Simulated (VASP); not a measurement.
# Ni (Fm-3m) in VASP: further runs

Runs on Ni. Level: LDA. Tasks: single point.

Program: VASP 6.6.1. These are calculated values, not measurements. Logs are shortened: lines on timing, memory, paths and dates and some standing lists are left out, and cuts for length are marked.

## 1. The cell of the first run

It takes space group Fm-3m (No. 225, cubic). The conventional cell has a = 3.570 Å, b = 3.570 Å, c = 3.570 Å, α = 90.00°, β = 90.00°, γ = 90.00°. Within 3.3 Å of Ni (site symmetry m-3m) lie 12 Ni at 2.52 Å.

## 2. Single point, LDA, collinear spin, ferromagnetic start (volume scaled by 1.04)

The input, INCAR:

```
SYSTEM = Ni
PREC     = Accurate       ! precision mode
ENCUT    = 520            ! plane-wave cutoff, eV
EDIFF    = 1E-6           ! SCF threshold, eV
ISMEAR   = -1             ! smearing method
SIGMA    = 0.1            ! smearing width, eV
LREAL    = .False.        ! projectors in reciprocal space
LASPH    = .True.         ! aspherical terms in the spheres
NELM     = 150            ! most SCF steps
ALGO     = Normal         ! electronic algorithm
ISIF     = 2              ! what is computed and relaxed
LWAVE    = .False.        ! write WAVECAR
LCHARG   = .False.        ! write CHGCAR
ISPIN    = 2              ! spin polarisation
MAGMOM   = 1.5            ! initial moments
LORBIT   = 11             ! projections on sites
LMAXMIX  = 4              ! l up to which the mixer works
NBANDS   = 15             ! bands
```

The input, KPOINTS:

```
Automatic mesh
0
Gamma
  16 16 16
  0 0 0
```

The input, POSCAR:

```
Ni
1.0
    0.0000000000      1.7851210142      1.7851210142
    1.7851210142      0.0000000000      1.7851210142
    1.7851210142      1.7851210142      0.0000000000
Ni
1
Direct
    0.0000000000      0.0000000000      0.0000000000
```

Potentials or basis: VASP PAW LDA potentials, release 64 (Ni).

Run with:

```
cat potpaw_LDA.64/Ni/POTCAR > POTCAR
mpirun -np 1 vasp_std > vasp.out
```

OUTCAR:

```text
SYSTEM = Ni
   PREC = Accurate
   ENCUT = 520
   EDIFF = 1E-6
   ISMEAR = -1
   LREAL = .False.
   LASPH = .True.
   NELM = 150
   ISIF = 2
   ISPIN = 2
   LORBIT = 11

 ion  position               nearest neighbor table
   1  0.000  0.000  0.000-

  LATTYP: Found a face centered cubic cell.
 ALAT       =     3.5702420284

  Lattice vectors:

 A1 = (   0.0000000000,   1.7851210142,   1.7851210142)
 A2 = (   1.7851210142,   0.0000000000,   1.7851210142)
 A3 = (   1.7851210142,   1.7851210142,   0.0000000000)

Analysis of symmetry for initial positions (statically):
=====================================================================
 Subroutine PRICEL returns:
 Original cell was already a primitive cell.

 Routine SETGRP: Setting up the symmetry group for a
 face centered cubic supercell.

 Subroutine GETGRP returns: Found 48 space group operations
 (whereof 48 operations were pure point group operations)
 out of a pool of 48 trial point group operations.

The static configuration has the point symmetry O_h .

Analysis of symmetry for dynamics (positions and initial velocities):
=====================================================================
 Subroutine PRICEL returns:
 Original cell was already a primitive cell.

 Routine SETGRP: Setting up the symmetry group for a
 face centered cubic supercell.

 Subroutine GETGRP returns: Found 48 space group operations
 (whereof 48 operations were pure point group operations)
 out of a pool of 48 trial point group operations.

The dynamic configuration has the point symmetry O_h .

Analysis of structural, dynamic, and magnetic symmetry:
=====================================================================
 Subroutine PRICEL returns:
 Original cell was already a primitive cell.

 Routine SETGRP: Setting up the symmetry group for a
 face centered cubic supercell.

 Subroutine GETGRP returns: Found 48 space group operations
 (whereof 48 operations were pure point group operations)
 out of a pool of 48 trial point group operations.

The overall configuration has the point symmetry O_h .

 Subroutine INISYM returns: Found 48 space group operations
 (whereof 48 operations are pure point group operations),
 and found     1 'primitive' translations

----------------------------------------------------------------------------------------

                                     Primitive cell

  volume of cell :      11.3771

  direct lattice vectors                    reciprocal lattice vectors
     0.000000000  1.785121014  1.785121014    -0.280093056  0.280093056  0.280093056
     1.785121014  0.000000000  1.785121014     0.280093056 -0.280093056  0.280093056
[... 116 lines left out ...]
  volume of cell :       11.38
 maximum number of plane-waves:       331
   NGX =  9   NGY =  9   NGZ =  9

 number of electron      10.0000000 magnetization       0.5785534

 Free energy of the ion-electron system (eV)
  ---------------------------------------------------
  ext. energy  EPLUGINS =         0.00000000
  ---------------------------------------------------
  free energy    TOTEN  =        -6.49843413 eV

  energy without entropy =       -6.43844221  energy(sigma->0) =       -6.46843817

 E-fermi :   8.3891     XC(G=0): -13.3489

 val. band max:        8.3781566213   @ k =  -0.3125   0.3750   0.0625
 cond. band min:       8.3940881873   @ k =   0.3750   0.1250   0.0000
 fundamental gap:      0.0159315660
 Fermi energy:         8.3891411489

 spin component 1

 k-point     1 :       0.0000    0.0000    0.0000
  band No.  band energies     occupation
      1      -0.2727      1.00000
      2       6.1892      1.00000
      3       6.1892      1.00000
      4       6.1892      1.00000
      5       7.2583      0.99999
      6       7.2583      0.99999
      7      31.8136      0.00000
      8      35.2083      0.00000
      9      35.2083      0.00000
     10      35.2083      0.00000
     11      38.0520      0.00000
     12      38.0520      0.00000
     13      38.0520      0.00000
     14      41.3264      0.00000
[... 403 lines left out ...]
      4       6.2849      1.00000
      5       7.1800      0.99999
      6       7.2730      0.99999
      7      30.3266      0.00000
      8      31.7400      0.00000
      9      34.0594      0.00000
     10      35.7766      0.00000
     11      38.2231      0.00000
     12      38.4927      0.00000
     13      41.3380      0.00000
     14      43.0362      0.00000
     15      43.6951      0.00000

 [... further k-points ...]

 spin component 2

 k-point     1 :       0.0000    0.0000    0.0000
  band No.  band energies     occupation
      1      -0.2366      1.00000
      2       6.7734      1.00000
      3       6.7734      1.00000
      4       6.7734      1.00000
      5       7.8079      0.99702
      6       7.8079      0.99702
      7      31.7896      0.00000
      8      35.2588      0.00000
      9      35.2588      0.00000
     10      35.2588      0.00000
     11      38.2005      0.00000
     12      38.2005      0.00000
     13      38.2005      0.00000
     14      41.2972      0.00000
[... 403 lines left out ...]
      4       6.8703      1.00000
      5       7.7253      0.99869
      6       7.8233      0.99652
      7      30.3895      0.00000
      8      31.8213      0.00000
      9      34.0991      0.00000
     10      35.8303      0.00000
     11      38.3670      0.00000
     12      38.5491      0.00000
     13      41.4018      0.00000
     14      43.1825      0.00000
     15      43.7741      0.00000

 [... further k-points ...]
[... 5 lines left out ...]
  --------------------------------------------------------------------------------------
  -------------------------------------------------------------------------------------
  Total       -1.6338804     -1.6338804     -1.6338804     -0.0000000     -0.0000000      0.0000000
  in kB     -230.0900617   -230.0900617   -230.0900617     -0.0000000     -0.0000000      0.0000000
  external PRESSURE =    -230.0900617 kB  Pullay stress =       0.0000000 kB

 VOLUME and BASIS-vectors are now :
 -----------------------------------------------------------------------------
  energy-cutoff  :      520.00
  volume of cell :       11.38
      direct lattice vectors                 reciprocal lattice vectors
     0.000000000  1.785121014  1.785121014    -0.280093056  0.280093056  0.280093056
     1.785121014  0.000000000  1.785121014     0.280093056 -0.280093056  0.280093056
     1.785121014  1.785121014  0.000000000     0.280093056  0.280093056 -0.280093056

 POSITION                                       TOTAL-FORCE (eV/Angst)
 -----------------------------------------------------------------------------------
      0.00000      0.00000      0.00000         0.000000      0.000000      0.000000
 -----------------------------------------------------------------------------------
    total drift:                                0.000000      0.000000      0.000000

  FREE ENERGIE OF THE ION-ELECTRON SYSTEM (eV)
  ---------------------------------------------------
  free  energy   TOTEN  =        -6.4984341259 eV

  energy  without entropy=       -6.4384422060  energy(sigma->0) =       -6.46843817

 total charge

# of ion       s       p       d       tot
------------------------------------------
    1        0.480   0.457   8.308   9.246

 magnetization (x)

# of ion       s       p       d       tot
------------------------------------------
    1       -0.005  -0.017   0.607   0.586
```

OSZICAR:

```text
N       E                     dE             d eps       ncg     rms          rms(c)
DAV:   1     0.325819253442E+02    0.32582E+02   -0.41444E+03  9226   0.853E+02
DAV:   2    -0.604988434206E+01   -0.38632E+02   -0.35640E+02  9813   0.162E+02
DAV:   3    -0.755159725909E+01   -0.15017E+01   -0.14864E+01 10618   0.314E+01
DAV:   4    -0.756168227884E+01   -0.10085E-01   -0.10083E-01 10556   0.242E+00
DAV:   5    -0.756181986214E+01   -0.13758E-03   -0.13758E-03 10894   0.253E-01    0.102E+01
DAV:   6    -0.697128286940E+01    0.59054E+00   -0.15598E+01 12550   0.442E+01    0.692E+00
DAV:   7    -0.651552606429E+01    0.45576E+00   -0.32367E+00 11816   0.177E+01    0.161E+00
DAV:   8    -0.650252529970E+01    0.13001E-01   -0.24289E-02 10169   0.937E-01    0.842E-01
DAV:   9    -0.649945615656E+01    0.30691E-02   -0.17407E-03 14232   0.228E-01    0.285E-01
DAV:  10    -0.649843526127E+01    0.10209E-02   -0.13217E-03 14509   0.189E-01    0.426E-02
DAV:  11    -0.649843362434E+01    0.16369E-05   -0.14462E-05 11068   0.278E-02    0.271E-02
DAV:  12    -0.649843412589E+01   -0.50155E-06   -0.40954E-06 10003   0.119E-02
   1 F= -.64984341E+01 E0= -.64684382E+01  d E =-.599919E-01  mag=     0.5773
```

stdout:

```text
POSCAR found type information on POSCAR Ni
 POSCAR found :  1 types and       1 ions
 scaLAPACK will be used
 LDA part: xc-table for (Slater(with rela. corr.)+CA(PZ))
 , standard interpolation
 POSCAR, INCAR and KPOINTS ok, starting setup
 FFT: planning ... GRIDC
 FFT: planning ... GRID_SOFT
 FFT: planning ... GRID
 WAVECAR not read
 entering main loop
```

Wall time 37 s (1 thread of Intel Xeon Platinum 8259CL at 2.50GHz (Skylake/Cascade Lake), shared host); peak memory 0.15 GiB.

Results:

- Free energy: -6.4984 eV
- Pressure: -23.0 GPa
- Net moment: 0.58 μB per cell
- Site moments: Ni +0.59 μB
- Valence electrons inside the program's atomic spheres: Ni 9.25

## 3. Single point, LDA, collinear spin, ferromagnetic start (volume scaled by 1.1)

The input, INCAR:

```
PREC     = Accurate       # precision mode
ENCUT    = 520            # plane-wave cutoff, eV
EDIFF    = 1E-6           # SCF threshold, eV
ISMEAR   = -1             # smearing method
SIGMA    = 0.1            # smearing width, eV
LREAL    = False          # projectors in reciprocal space
LASPH    = True           # aspherical terms in the spheres
NELM     = 150            # most SCF steps
ALGO     = Normal         # electronic algorithm
ISIF     = 2              # what is computed and relaxed
LWAVE    = False          # write WAVECAR
LCHARG   = False          # write CHGCAR
ISPIN    = 2              # spin polarisation
MAGMOM   = 1.5            # initial moments
LORBIT   = 11             # projections on sites
LMAXMIX  = 4              # l up to which the mixer works
GGA      = CA             # functional
NBANDS   = 15             # bands
```

The input, KPOINTS:

```
Automatic mesh
0
Gamma
  16 16 16
```

The input, POSCAR:

```
Ni
1.0
    0.0000000000      1.8188104652      1.8188104652
    1.8188104652      0.0000000000      1.8188104652
    1.8188104652      1.8188104652      0.0000000000
Ni
1
Direct
    0.0000000000      0.0000000000      0.0000000000
```

Potentials or basis: VASP PAW LDA potentials, release 64 (Ni).

Run with:

```
cat potpaw_LDA.64/Ni/POTCAR > POTCAR
mpirun -np 1 vasp_std > vasp.out
```

Run time: 39 s. Hardware: 1 thread of Intel Xeon Platinum 8259CL at 2.50GHz (Skylake/Cascade Lake), shared host; peak memory 0.15 GiB.

Results (log left out):

| Quantity | Value |
| --- | --- |
| Free energy | -6.3907 eV |
| Pressure | -29.0 GPa |
| Net moment | 0.60 μB per cell |
| Site moments | Ni +0.60 μB |
| Valence electrons inside the program's atomic spheres | Ni 9.16 |

Levels at points of the mesh, in eV from the Fermi level:
Spin up:
```tsv
k point	band 2	band 3	band 4	band 5	band 6	band 7	band 8	band 9
(0.00, 0.00, 0.00)	-2.08	-2.08	-2.08	-1.10	-1.10	22.95	25.90	25.90
(0.50, 0.00, 0.00)	-2.08	-2.08	-0.50	-0.50	-0.06	5.05	21.52	22.87
(0.50, 0.50, 0.00)	-3.61	-0.48	-0.38	-0.38	2.42	8.42	13.88	13.88
```
Spin down:
```
           k point  band 1  band 2  band 3  band 4  band 5  band 6  band 7  band 8  band 9  band 10
(0.00, 0.00, 0.00)   -8.26   -1.48   -1.48   -1.48   -0.53   -0.53   22.92   25.96   25.96    25.96
(0.50, 0.00, 0.00)   -3.88   -1.53   -1.53   -0.04    0.13    0.13    5.41   21.48   22.97    22.97
(0.50, 0.50, 0.00)   -3.66   -3.10    0.11    0.30    0.30    2.46    8.68   13.94   13.94    18.83
```

(Continued in part 2 of 2.)
